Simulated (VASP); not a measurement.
Input of a VASP 6.6.1 run:

Contents of POSCAR:

```
GaAs
1.0
    0.0000000000      2.8330831656      2.8330831656
    2.8330831656      0.0000000000      2.8330831656
    2.8330831656      2.8330831656      0.0000000000
Ga As
1 1
Direct
    0.0000000000      0.0000000000      0.0000000000
    0.2500000000      0.2500000000      0.2500000000
```

File INCAR.step1:

```
PREC = Accurate
ENCUT = 520
ISMEAR = 0
SIGMA = 0.01
LREAL = F
LASPH = T
NELM = 100
NBANDS = 16
GGA = PE
ALGO = Normal
EDIFF = 1E-4
LWAVE = T
LCHARG = F
```

File INCAR.step2:

```
PREC = Accurate
ENCUT = 520
EDIFF = 1E-6
ISMEAR = 0
SIGMA = 0.01
LREAL = F
LASPH = T
NELM = 100
ALGO = Normal
ISIF = 2
LWAVE = F
LCHARG = F
METAGGA = R2SCAN
LMIXTAU = T
NBANDS = 16
ISTART = 1
```

File KPOINTS:

```
regular mesh
0
Gamma
  8 8 8
```

Potentials or basis: VASP PAW PBE potentials, release 64 (Ga_d, As).

Command:

```sh
$ cat potpaw_PBE.64/Ga_d/POTCAR potpaw_PBE.64/As/POTCAR > POTCAR
$ cp INCAR.step1 INCAR
$ mpirun -np 1 vasp_std > vasp.out
$ cp INCAR.step2 INCAR
$ mpirun -np 1 vasp_std > vasp.out
```

Task: What does it give for the band gap on the k mesh?

Result: 0.94 eV, direct.

Task: What does it give for the pressure?

Result: 0.1 GPa.

Caveat: the PAW data sets were made with another functional, which shifts forces and pressure a little.

**The experiment to reproduce.**

“Evidence of valence band perturbations in GaAsN/GaAs(001): A combined variable-angle spectroscopic ellipsometry and modulated photoreflectance investigation”, 2008, arxiv:0805.2212 reports, for a bulk crystal of GaAs at 300 K: band gap 1.412 ± 0.01 eV (direct).

Against the measured gap of GaAs, 1.412 eV (direct; 300 K; “Evidence of valence band perturbations in GaAsN/GaAs(001): A combined variable-angle spectroscopic ellipsometry and modulated photoreflectance investigation”, 2008, arxiv:0805.2212), the calculated 0.94 eV is off by -0.47 eV. 3 values of this kind are on record (1.412 to 1.51 eV); this one was drawn at random among those near their median, those with a stated uncertainty first. Spin-orbit coupling on As, Ga is left out. The value is that of r2SCAN on a finite k mesh, which can miss the band edges, without temperature or zero-point motion.
